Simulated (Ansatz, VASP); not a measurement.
**ZnS in VASP and in Ansatz**

```
Zn S
1.0
     3.80545    0.00000    0.00000
    -1.90273    3.29562    0.00000
     0.00000    0.00000    6.24399
Zn S
2 2
Direct
  0.33333 0.66667 0.00034
  0.66667 0.33333 0.50034
  0.33333 0.66667 0.37466
  0.66667 0.33333 0.87466
```

Alike in both runs: task single point; functional r2SCAN; k mesh 12 × 12 × 4; no spin polarisation.

```csv
,VASP,Ansatz
version,VASP 6.6.1,Ansatz 0.2.0
potentials or method,"VASP PAW PBE potentials, release 64 (Zn, S)","plane waves, PAW"
plane-wave cutoff (eV),520,500
occupations,"gaussian, width 0.01 eV",fixed
valence electrons in the cell,36,36
```

|  | VASP | Ansatz | Ansatz less VASP |
| --- | --- | --- | --- |
| gap on the k mesh at the Fermi level (eV) | 2.79 | 2.78 | -0.010 |
| pressure (GPa) | 0.1 | 0.0 | -0.09 |

VASP's potentials were made for PBE, not for r2SCAN.
